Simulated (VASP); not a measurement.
A run of VASP 6.6.1:

INCAR

```
  ALGO = Fast
  EDIFF = 1E-7
  ENCUT = 520
  GGA = PS
  ISIF = 2
  ISMEAR = 0
  LASPH = T
  LCHARG = F
  LREAL = F
  LWAVE = F
  NBANDS = 18
  NELM = 80
  PREC = Accurate
  SIGMA = 0.1
```

Contents of KPOINTS:

```
k-points
0
Gamma
  14 14 14
```

POSCAR

```
TiAl3
1.0
    4.1062786033      0.0000000000      0.0000000000
    0.0000000000      4.1062786033      0.0000000000
    0.0000000000      0.0000000000      3.8535845354
Ti Al
1 3
Direct
    0.0000000000      0.0000000000      0.0000000000
    0.5000000000      0.5000000000      0.0000000000
    0.5000000000      0.0000000000      0.5000000000
    0.0000000000      0.5000000000      0.5000000000
```

Potentials or basis: VASP PAW PBE potentials, release 64 (Ti_sv, Al).

Command:

```sh
$ cat potpaw_PBE.64/Ti_sv/POTCAR potpaw_PBE.64/Al/POTCAR > POTCAR
$ mpirun -np 1 vasp_std > vasp.out
```

Hardware: 1 thread of AMD EPYC 9R45 96-Core Processor (Zen 5), with other jobs on the host.

How long does it take, and how much memory?

It took 7.2 min on 1 thread of AMD EPYC 9R45 96-Core Processor (Zen 5), on a shared host, peak memory 0.39 GiB. Counts: scf iterations 35, k points 288.
